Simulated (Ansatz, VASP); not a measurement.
**In: VASP beside Ansatz**

```
In
1.0
     3.13616    0.00000    0.00000
    -1.56808    2.71600    0.00000
     0.00000    0.00000   10.17595
In
4
Direct
  0.00000 0.00000 0.00000
  0.00000 0.00000 0.50000
  0.33333 0.66667 0.25000
  0.66667 0.33333 0.75000
```

Alike in both runs: task single point; functional LDA; k mesh 12 × 12 × 4; occupations fermi-dirac, width 0.1 eV; no spin polarisation.

|  | VASP | Ansatz |
| --- | --- | --- |
| version | VASP 6.6.1 | Ansatz 0.2.0 |
| potentials or method | VASP PAW LDA potentials, release 64 (In_d), cutoff 520 eV | plane waves (420 eV) with PAW, scalar-relativistic |
| valence electrons in the cell | 52 | 52 |

VASP gave:

* pressure (GPa): 8.9
* traceless stress, the component that is largest in VASP (GPa): 0.11

Question: What did Ansatz give for the same quantities?

Answer: Pressure (GPa): 8.8; traceless stress, the component that is largest in VASP (GPa): 0.12.

Ansatz warns that its potentials were made for another functional, while VASP's fit it. LDA's correlation is that of Perdew and Zunger in VASP and of Perdew and Wang (1992) in Ansatz.
